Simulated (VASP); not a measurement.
# Zn (Pm-3m) in VASP: further runs

Runs on Zn. Level: r2SCAN. Tasks: relaxation of cell and atoms, single point.

Program: VASP 6.6.1. These are calculated values, not measurements. Logs are shortened: lines on timing, memory, paths and dates and some standing lists are left out, and cuts for length are marked.

**1. The cell of the first run**

It takes space group Pm-3m (No. 221, cubic). Conventional cell: a = 2.514 Å, b = 2.514 Å, c = 2.514 Å, α = 90.00°, β = 90.00°, γ = 90.00°. Zn (site symmetry m-3m) has 6 Zn at 2.51 Å within 3.3 Å.

This isn't the form of Zn at room conditions, which is hcp.

**2. Relaxation of cell and atoms, r2SCAN**

File POSCAR:

```
Zn
1.0
    2.5136999002      0.0000000000      0.0000000000
    0.0000000000      2.5136999002      0.0000000000
    0.0000000000      0.0000000000      2.5136999002
Zn
1
Direct
    0.0000000000      0.0000000000      0.0000000000
```

File INCAR.step1:

```
  PREC = Accurate
  ENCUT = 600
  ISMEAR = 0
  SIGMA = 0.1
  LREAL = False
  LASPH = True
  NELM = 100
  GGA = PE
  ALGO = Normal
  EDIFF = 1E-4
  LWAVE = True
  LCHARG = False
```

File INCAR.step2:

```
  PREC = Accurate
  ENCUT = 600
  EDIFF = 1E-7
  ISMEAR = 0
  SIGMA = 0.1
  LREAL = False
  LASPH = True
  NELM = 100
  ALGO = Normal
  ISIF = 3
  LWAVE = False
  LCHARG = False
  METAGGA = R2SCAN
  LMIXTAU = True
  IBRION = 2
  NSW = 90
  EDIFFG = -0.04
  ISTART = 1
```

File KPOINTS:

```
regular mesh
0
Gamma
  6 6 6
```

Potentials or basis: VASP PAW PBE potentials, release 64 (Zn).

Launch:

```bash
$ cat potpaw_PBE.64/Zn/POTCAR > POTCAR
$ cp INCAR.step1 INCAR
$ mpirun -np 1 vasp_std > vasp.out
$ cp INCAR.step2 INCAR
$ mpirun -np 1 vasp_std > vasp.out
```

OUTCAR:

```text
PREC = Accurate
   ENCUT = 600
   EDIFF = 1E-7
   ISMEAR = 0
   LREAL = False
   LASPH = True
   NELM = 100
   ISIF = 3
   METAGGA = R2SCAN
   IBRION = 2
   NSW = 90
   EDIFFG = -0.04
   ISTART = 1

 ion  position               nearest neighbor table
   1  0.000  0.000  0.000-

  LATTYP: Found a simple cubic cell.
 ALAT       =     2.5136999002

  Lattice vectors:

 A1 = (   2.5136999002,   0.0000000000,   0.0000000000)
 A2 = (   0.0000000000,   2.5136999002,   0.0000000000)
 A3 = (   0.0000000000,   0.0000000000,   2.5136999002)

Analysis of symmetry for initial positions (statically):
=====================================================================
 Subroutine PRICEL returns:
 Original cell was already a primitive cell.

 Routine SETGRP: Setting up the symmetry group for a
 simple cubic supercell.

 Subroutine GETGRP returns: Found 48 space group operations
 (whereof 48 operations were pure point group operations)
 out of a pool of 48 trial point group operations.

The static configuration has the point symmetry O_h .

Analysis of symmetry for dynamics (positions and initial velocities):
=====================================================================
 Subroutine PRICEL returns:
 Original cell was already a primitive cell.

 Routine SETGRP: Setting up the symmetry group for a
 simple cubic supercell.

 Subroutine GETGRP returns: Found 48 space group operations
 (whereof 48 operations were pure point group operations)
 out of a pool of 48 trial point group operations.

The dynamic configuration has the point symmetry O_h .

 Subroutine INISYM returns: Found 48 space group operations
 (whereof 48 operations are pure point group operations),
 and found     1 'primitive' translations

----------------------------------------------------------------------------------------

                                     Primitive cell

  volume of cell :      15.8833

  direct lattice vectors                    reciprocal lattice vectors
     2.513699900  0.000000000  0.000000000     0.397819962  0.000000000  0.000000000
     0.000000000  2.513699900  0.000000000     0.000000000  0.397819962  0.000000000
     0.000000000  0.000000000  2.513699900     0.000000000  0.000000000  0.397819962

  length of vectors
     2.513699900  2.513699900  2.513699900     0.397819962  0.397819962  0.397819962

  position of ions in fractional coordinates (direct lattice)
     0.000000000  0.000000000  0.000000000

  ion indices of the primitive-cell ions
   primitive index   ion index
                 1           1

----------------------------------------------------------------------------------------

 KPOINTS: regular mesh

Automatic generation of k-mesh.
 Grid dimensions read from file:
 generate k-points for:    6    6    6

 Generating k-lattice:

  Cartesian coordinates                     Fractional coordinates (reciprocal lattice)
     0.066303327  0.000000000  0.000000000     0.166666667  0.000000000  0.000000000
     0.000000000  0.066303327  0.000000000     0.000000000  0.166666667  0.000000000
     0.000000000  0.000000000  0.066303327     0.000000000  0.000000000  0.166666667

  Length of vectors
     0.066303327  0.066303327  0.066303327

  Shift w.r.t. Gamma in fractional coordinates (k-lattice)
     0.000000000  0.000000000  0.000000000

 Subroutine IBZKPT returns following result:
 ===========================================

 Found     20 irreducible k-points:

 Following reciprocal coordinates:
            Coordinates               Weight
  0.000000  0.000000  0.000000      1.000000
  0.166667  0.000000  0.000000      6.000000
  0.333333  0.000000  0.000000      6.000000
  0.500000  0.000000  0.000000      3.000000
  0.166667  0.166667  0.000000     12.000000
  0.333333  0.166667  0.000000     24.000000
[... 12 lines left out ...]
  0.500000  0.500000  0.333333      6.000000
  0.500000  0.500000  0.500000      1.000000
   k-points           NKPTS =     20   k-points in BZ     NKDIM =     20   number of bands    NBANDS=     10
   number of dos      NEDOS =    301   number of ions     NIONS =      1
   total plane-waves  NPLWV =   8000
   dimension x,y,z NGX =    20 NGY =   20 NGZ =   20
   dimension x,y,z NGXF=    40 NGYF=   40 NGZF=   40
   ions per type =               1
   NGX,Y,Z   is equivalent  to a cutoff of  13.23, 13.23, 13.23 a.u.
   NGXF,Y,Z  is equivalent  to a cutoff of  26.45, 26.45, 26.45 a.u.
 SYSTEM =  unknown system
   PREC   = accura    normal or accurate (medium, high low for compatibility)
   ISTART =      1    job   : 0-new  1-cont  2-samecut
   ICHARG =      0    charge: 1-file 2-atom 10-const
   ISPIN  =      1    spin polarized calculation?
   LNONCOLLINEAR =      F non collinear calculations
   LSORBIT =      F    spin-orbit coupling
   LASPH  =      T    aspherical Exc in radial PAW
   ENCUT  =  600.0 eV  44.10 Ry    6.64 a.u.   5.02  5.02  5.02*2*pi/ulx,y,z
   NELM   =    100;   NELMIN=  2; NELMDL=  0     # of ELM steps
   EDIFF  = 0.1E-06   stopping-criterion for ELM
   LREAL  =      F    real-space projection
   EDIFFG = -.4E-01   stopping-criterion for IOM
   NSW    =     90    number of steps for IOM
   IBRION =      2    ionic relax: 0-MD 1-quasi-New 2-CG
   NFREE  =      1    steps in history (QN), initial steepest desc. (CG)
   ISIF   =      3    stress and relaxation
   ISYM   =      2    0-nonsym 1-usesym 2-fastsym
   POTIM  = 0.5000    time-step for ionic-motion
   TEBEG  =    0.0;   TEEND  =   0.0 temperature during run
   PSTRESS=    0.0 pullay stress
   NELECT =      12.0000    total number of electrons
   NUPDOWN=      -1.0000    fix difference up-down
   EMIN   =  10.00;   EMAX   =-10.00  energy-range for DOS
   EFERMI =   0.00;   METHOD = LEGACY
   ISMEAR =     0;   SIGMA  =   0.10  broadening in eV -4-tet -1-fermi 0-gaus
   EFERMI_NEDOS =   21; number of points for ismear=-14 and -15
   IALGO  =     38    algorithm
   IMIX   =      4    mixing-type and parameters
     AMIX     =   0.40;   BMIX     =  1.00
     AMIX_MAG =   1.60;   BMIX_MAG =  1.00
  volume/ion in A,a.u.               =      15.88       107.19
  Fermi-wavevector in a.u.,A,eV,Ry     =   1.491037  2.817652 30.248363  2.223192
  Thomas-Fermi vector in A             =   2.603743
   LORBIT       =      0    0 simple, 1 ext, 2 COOP (PROOUT), +10 PAW based schemes
   METAGGA = R2SCAN    functional components
   LHFCALC =     F    Hartree Fock is set to
   AEXX    =    0.0000 exact exchange contribution
   IVDW    =     0    specifies the selected vdW correction
   LEPSILON=     F    determine dielectric tensor
   LRPA    =     F    only Hartree local field effects (RPA)
 conjugate gradient relaxation of ions
 non-spin polarized calculation
 Gauss-broadening in eV      SIGMA  =   0.10
  energy-cutoff  :      600.00
  volume of cell :       15.88
 maximum number of plane-waves:       552
   NGX = 11   NGY = 11   NGZ = 11

--------------------------------------- Ionic step        1  -------------------------------------------

 number of electron      12.0000026 magnetization

 Free energy of the ion-electron system (eV)
  ---------------------------------------------------
  ext. energy  EPLUGINS =         0.00000000
  ---------------------------------------------------
  free energy    TOTEN  =        -8.58258895 eV

  energy without entropy =       -8.57477963  energy(sigma->0) =       -8.57868429

------------------------ aborting loop because EDIFF is reached ----------------------------------------

  FORCE on cell =-STRESS in cart. coord.  units (eV):
  Direction    XX          YY          ZZ          XY          YZ          ZX
  --------------------------------------------------------------------------------------
  -------------------------------------------------------------------------------------
  Total        0.6795058      0.6795058      0.6795058      0.0000000      0.0000000     -0.0000000
  in kB       68.5430549     68.5430549     68.5430549      0.0000000      0.0000000     -0.0000000
  external PRESSURE =      68.5430549 kB  Pullay stress =       0.0000000 kB

 VOLUME and BASIS-vectors are now :
 -----------------------------------------------------------------------------
  energy-cutoff  :      600.00
  volume of cell :       15.88
      direct lattice vectors                 reciprocal lattice vectors
     2.513699900  0.000000000  0.000000000     0.397819962  0.000000000  0.000000000
     0.000000000  2.513699900  0.000000000     0.000000000  0.397819962  0.000000000
     0.000000000  0.000000000  2.513699900     0.000000000  0.000000000  0.397819962
[... 71 lines left out ...]
 POSITION                                       TOTAL-FORCE (eV/Angst)
 -----------------------------------------------------------------------------------
      0.00000      0.00000      0.00000        -0.000000      0.000000      0.000000
 -----------------------------------------------------------------------------------
    total drift:                                0.000000      0.000000      0.000000

  FREE ENERGIE OF THE ION-ELECTRON SYSTEM (eV)
  ---------------------------------------------------
  free  energy   TOTEN  =        -8.6235525082 eV

  energy  without entropy=       -8.6223234791  energy(sigma->0) =       -8.62293799

--------------------------------------- Ionic step        4  -------------------------------------------

 number of electron      11.9999991 magnetization

 Free energy of the ion-electron system (eV)
  ---------------------------------------------------
  ext. energy  EPLUGINS =         0.00000000
  ---------------------------------------------------
  free energy    TOTEN  =        -8.62385121 eV

  energy without entropy =       -8.62257398  energy(sigma->0) =       -8.62321259

 E-fermi :   1.4839     XC(G=0): -11.4664

 val. band max:        1.2647864222   @ k =   0.5000   0.3333   0.1667
 cond. band min:       1.5807614534   @ k =   0.5000   0.3333   0.0000
 fundamental gap:      0.3159750311
 Fermi energy:         1.4838593439

 k-point     1 :       0.0000    0.0000    0.0000
  band No.  band energies     occupation
      1      -7.6607      2.00000
      2      -6.4837      2.00000
      3      -6.4837      2.00000
      4      -5.2720      2.00000
      5      -5.2720      2.00000
      6      -5.2720      2.00000
      7      14.7033      0.00000
      8      14.7033      0.00000
      9      14.7033      0.00000
     10      17.4486      0.00000

 k-point     2 :       0.1667    0.0000    0.0000
  band No.  band energies     occupation
      1      -7.0656      2.00000
      2      -6.4508      2.00000
      3      -6.2636      2.00000
      4      -5.3622      2.00000
      5      -5.3622      2.00000
      6      -5.2645      2.00000
      7       9.2555      0.00000
      8      15.4415      0.00000
      9      15.4415      0.00000
     10      17.9416      0.00000
[... 254 lines left out ...]
 POSITION                                       TOTAL-FORCE (eV/Angst)
 -----------------------------------------------------------------------------------
      0.00000      0.00000      0.00000        -0.000000      0.000000      0.000000
 -----------------------------------------------------------------------------------
    total drift:                                0.000000      0.000000      0.000000

  FREE ENERGIE OF THE ION-ELECTRON SYSTEM (eV)
  ---------------------------------------------------
  free  energy   TOTEN  =        -8.6238512082 eV

  energy  without entropy=       -8.6225739800  energy(sigma->0) =       -8.62321259

 reached required accuracy - stopping structural energy minimisation
```

Run time: 58 s. Hardware: 1 thread of Intel Xeon Platinum 8375C at 2.90GHz (Ice Lake), shared host; peak memory 0.13 GiB.

What came out:

```yaml
Free_energy: -8.6239 eV
Relaxed_volume: 17.96 Å³/atom
Relaxed_cell: a = 2.619 Å, b = 2.619 Å, c = 2.619 Å, α = 90.00°, β = 90.00°, γ = 90.00°
Space_group_after_relaxing_to_0.1_Å: Pm-3m (No. 221)
Energy_gained_by_relaxing: 41.3 meV/atom
Ionic_steps: 4
Pressure_after_relaxing: 0.0 GPa
Band_gap_on_the_k_mesh: zero (bands 6 and 7 overlap by 8.65 eV)
```

The path:
```csv
step,energy change (eV),largest force (eV/Å),pressure (GPa),volume (Å³)
1,0.0000,0.0000,6.85,15.88
2,-0.0395,0.0000,1.38,17.50
3,-0.0410,0.0000,-0.44,18.11
4,-0.0413,0.0000,0.02,17.96
```

Final structure:
```
Zn
1.0
     2.61883    0.00000    0.00000
     0.00000    2.61883    0.00000
     0.00000    0.00000    2.61883
Zn
1
Direct
  0.00000 0.00000 0.00000
```

Levels at points of the mesh, in eV from the Fermi level:
| k point | band 4 | band 5 | band 6 | band 7 | band 8 | band 9 |
| --- | --- | --- | --- | --- | --- | --- |
| (0.00, 0.00, 0.00) | -6.76 | -6.76 | -6.76 | 13.22 | 13.22 | 13.22 |
| (0.50, 0.00, 0.00) | -7.11 | -6.73 | -2.72 | -2.63 | 17.96 | 17.96 |
| (0.50, 0.50, 0.00) | -7.05 | -6.47 | 1.68 | 1.68 | 3.04 | 6.87 |
| (0.50, 0.50, 0.50) | -6.45 | -6.45 | 6.02 | 6.02 | 6.02 | 11.37 |

Caveat: the k points lie up to 0.40 Å⁻¹ apart in the final cell, too coarse for converged energies and pressures of a metal; the PAW data sets were made with another functional, which shifts forces and pressure a little.

**3. Single point, r2SCAN**

This run uses another cell than the first one, of 17.23 Å³/atom.

File POSCAR:

```
Zn
1.0
    2.5826906806      0.0000000000      0.0000000000
    0.0000000000      2.5826906806      0.0000000000
    0.0000000000      0.0000000000      2.5826906806
Zn
1
Direct
    0.0000000000      0.0000000000      0.0000000000
```

File INCAR.step1:

```
  PREC = Accurate
  ENCUT = 520
  ISMEAR = 0
  SIGMA = 0.1
  LREAL = F
  LASPH = T
  NELM = 80
  NBANDS = 12
  GGA = PE
  ALGO = Normal
  EDIFF = 1E-4
  LWAVE = T
  LCHARG = F
```

File INCAR.step2:

```
  PREC = Accurate
  ENCUT = 520
  EDIFF = 1E-7
  ISMEAR = 0
  SIGMA = 0.1
  LREAL = F
  LASPH = T
  NELM = 80
  ALGO = Normal
  ISIF = 2
  LWAVE = F
  LCHARG = F
  METAGGA = R2SCAN
  LMIXTAU = T
  NBANDS = 12
  ISTART = 1
```

File KPOINTS:

```
Automatic mesh
0
Gamma
  20 20 20
```

Potentials or basis: VASP PAW PBE potentials, release 64 (Zn).

Launch:

```bash
$ cat potpaw_PBE.64/Zn/POTCAR > POTCAR
$ cp INCAR.step1 INCAR
$ mpirun -np 1 vasp_std > vasp.out
$ cp INCAR.step2 INCAR
$ mpirun -np 1 vasp_std > vasp.out
```

Wall time 3.3 min (1 thread of Intel Xeon Platinum 8375C at 2.90GHz (Ice Lake), shared host); peak memory 0.17 GiB.

Results (log left out):

| Item | Value |
| --- | --- |
| Free energy | -8.6037 eV |
| Pressure | 0.2 GPa |
| Band gap on the k mesh | zero (bands 6 and 7 overlap by 8.91 eV) |

Levels at points of the mesh, in eV from the Fermi level:
```tsv
k point	band 2	band 3	band 4	band 5	band 6	band 7	band 8	band 9	band 10	band 11
(0.00, 0.00, 0.00)	-8.41	-8.41	-7.11	-7.11	-7.11	13.34	13.34	13.34	16.06	16.06
(0.50, 0.00, 0.00)	-8.20	-7.49	-7.49	-7.08	-3.11	-2.97	18.30	18.30	20.80	20.86
(0.50, 0.50, 0.00)	-8.06	-7.42	-7.42	-6.80	1.40	1.40	3.05	6.65	23.86	25.41
(0.50, 0.50, 0.50)	-8.12	-8.12	-6.78	-6.78	5.94	5.94	5.94	11.07	11.30	11.30
```

Caveat: the PAW data sets were made with another functional, which shifts forces and pressure a little.
